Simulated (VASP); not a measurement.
**Ni: single point with PBE**

Crystal: Ni.

```
Ni
1.0
     2.32833    0.00000    0.00000
     0.00000    2.32833    0.00000
     0.00000    0.00000    2.32833
Ni
1
Cartesian
  0.0000 0.0000 0.0000
```

This isn't the form of Ni at room conditions, which is fcc.

```json
{
 "Program": "VASP 6.6.1",
 "Task": "single point",
 "Functional": "PBE",
 "Potentials or basis": "VASP PAW PBE potentials, release 64 (Ni)",
 "Cutoff": "520 eV",
 "k mesh": "14 × 14 × 14",
 "Occupations": "fermi-dirac, width 0.05 eV",
 "Spin": "collinear spin, ferromagnetic start",
 "Starting moments": "[0.8] μB",
 "Dipole correction": "no",
 "Further INCAR settings": "ALGO = Normal; EDIFF = 1e-06; NBANDS = 15"
}
```

The pressure is -0.2 GPa. The net moment is 0.51 μB per cell, the site moments are Ni +0.51 μB and the valence electrons inside the program's atomic spheres are Ni 9.25.

Levels at points of the mesh, in eV from the Fermi level:
Spin up:
```
           k point  band 2  band 3  band 4  band 5  band 6  band 7  band 8  band 9
(0.00, 0.00, 0.00)   -3.55   -3.55   -0.36   -0.36   -0.36   19.40   19.40   19.40
(0.50, 0.00, 0.00)   -3.13   -1.38   -1.38   -1.02   -0.27    3.60   24.48   26.64
(0.50, 0.50, 0.00)   -2.79   -1.17   -1.17    0.40    5.19    5.19   11.20   11.26
(0.50, 0.50, 0.50)   -3.23   -3.23    0.46    0.46   11.74   11.74   11.74   13.86
```
Spin down:
```
           k point  band 1  band 2  band 3  band 4  band 5  band 6  band 7  band 8  band 9  band 10
(0.00, 0.00, 0.00)   -7.95   -3.15   -3.15    0.27    0.27    0.27   19.46   19.46   19.46    23.27
(0.50, 0.00, 0.00)   -3.66   -2.71   -1.04   -0.80   -0.80    0.36    3.93   24.41   26.62    26.82
(0.50, 0.50, 0.00)   -3.74   -2.39   -0.58   -0.58    0.92    5.22    5.22   11.41   11.43    31.11
(0.50, 0.50, 0.50)   -2.76   -2.76   -2.76    0.98    0.98   11.82   11.82   11.82   13.77    17.14
```

It took 52 s on 1 thread of Intel Xeon 8259CL, on a shared host, peak memory 0.15 GiB.
